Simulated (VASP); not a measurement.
Runs of VASP 6.6.1 on Co. The structure is that of space group P6_3/mmc (No. 194), or close to it. The cells are those of the table. 

| task | spin | cell | gap on the mesh (eV) | pressure (GPa) | moment (μB) |
| --- | --- | --- | --- | --- | --- |
| electric field gradients | collinear, ferromagnetic start | a = 2.494, b = 2.494, c = 4.030 Å, angles 90.0, 90.0, 120.0°, 2 atoms | none | (b) | 3.20 |
| single point | off | a = 2.494, b = 2.494, c = 4.030 Å, angles 90.0, 90.0, 120.0°, 2 atoms | none | -11.8 | - |
| single point | collinear, ferromagnetic start | a = 2.460, b = 2.460, c = 3.974 Å, angles 90.0, 90.0, 120.0°, 2 atoms | none | 8.8 | (a) |
| single point | collinear, ferromagnetic start | a = 2.477, b = 2.477, c = 4.002 Å, angles 90.0, 90.0, 120.0°, 2 atoms | none | 3.8 | 3.18 |

Alike in all rows: level PBE; potentials or basis VASP PAW PBE potentials, release 64 (Co); k mesh 20 × 20 × 12; cutoff (eV) 520; smearing gaussian 0.05 eV.

Estimate the missing entries.

(a) 3.15; (b) -0.7.

Caveats: the cell stands under pressure (at least some runs); the cell stands under tension (at least some runs).

A gap of «none» marks levels without a gap at the run's occupations.
